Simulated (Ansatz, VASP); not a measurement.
## One calculation of Te2Mo, two programs

```
Te Mo
1.0
     3.56368    0.00000    0.00000
    -1.78184    3.08624    0.00000
     0.00000    0.00000   14.71971
Te Mo
4 2
Direct
  0.33333 0.66667 0.62844
  0.66667 0.33333 0.12844
  0.33333 0.66667 0.87156
  0.66667 0.33333 0.37156
  0.33333 0.66667 0.25000
  0.66667 0.33333 0.75000
```

Alike in both runs: task single point; functional r2SCAN; k mesh 8 × 8 × 2; occupations gaussian, width 0.05 eV; collinear spin.

```csv
,VASP,Ansatz
version,VASP 6.6.1,Ansatz 0.2.0
potentials or method,"VASP PAW PBE potentials, release 64 (Te, Mo_sv), cutoff 520 eV","scalar-relativistic, plane waves, PAW"
valence electrons in the cell,52,92
```

|  | VASP | Ansatz | Ansatz less VASP |
| --- | --- | --- | --- |
| gap on the k mesh at the Fermi level (eV) | 1.12 | 1.12 | +0.004 |
| least direct gap on the mesh (eV) | 1.26 | 1.26 | -0.004 |
| pressure (GPa) | 0.1 | 0.0 | -0.11 |
| traceless stress, the component that is largest in VASP (GPa) | 0.08 | 0.02 | -0.057 |
| rms of the force components (eV/Å) | 0.013 | 0.001 | -0.0122 |
| net moment per atom (μB) | 0.00 | 0.00 | 0.000 |

VASP's potentials were made for PBE, not for r2SCAN. Atom by atom the forces differ by 0.012 eV/Å (rms over components). The functional is the same, so the differences come from potentials, cutoffs and numerics. VASP's potentials hold 52 valence electrons a cell and Ansatz's 92, so a difference there can come from the potentials and not from the codes. Ansatz's warnings: seeded moment not kept, stability check not made.

Spin-orbit coupling is off throughout.
